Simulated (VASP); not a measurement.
Set up this calculation in VASP 6.6.1, as the native input.

```
Task                   : single point
Functional             : PBE
Potentials or basis    : VASP PAW PBE potentials, release 64 (Sb)
Cutoff                 : 520 eV
k mesh                 : 8 × 8 × 8
Occupations            : fermi-dirac, width 0.05 eV
Spin                   : no spin polarisation
Dipole correction      : no
Further INCAR settings : ALGO = Normal; EDIFF = 1e-06; NBANDS = 12
```

The structure of Sb lies in POSCAR:

```
Sb
1.0
    0.0000000000      3.2710663102      3.2710663102
    3.2710663102      0.0000000000      3.2710663102
    3.2710663102      3.2710663102      0.0000000000
Sb
2
Direct
   -0.1250000000     -0.1250000000     -0.1250000000
    0.1250000000      0.1250000000      0.1250000000
```

These files were run (other wordings do the same):

INCAR

```
SYSTEM = Sb
  PREC = Accurate
  ENCUT = 520
  EDIFF = 1E-6
  ISMEAR = -1
  SIGMA = 0.05
  LREAL = .FALSE.
  LASPH = .TRUE.
  NELM = 60
  ALGO = Normal
  ISIF = 2
  LWAVE = .FALSE.
  LCHARG = .FALSE.
  GGA = PE
  NBANDS = 12
```

KPOINTS

```
regular mesh
0
G
  8 8 8
  0 0 0
```

Potentials or basis: VASP PAW PBE potentials, release 64 (Sb).

Run with:

```bash
$ cat potpaw_PBE.64/Sb/POTCAR > POTCAR
$ mpirun -np 1 vasp_std > vasp.out
```

It gave:

```
Pressure               : 9.4 GPa
Band gap on the k mesh : zero (band 5 reaches 6.97 eV, above the bottom of band 6 at 5.10 eV)
```

Caveat: spin-orbit coupling is left out, which moves the levels of the heavy elements.

Wall time 13 s on 1 thread of Intel Xeon 6975P-C, with other jobs on the host, peak memory 0.2 GiB.
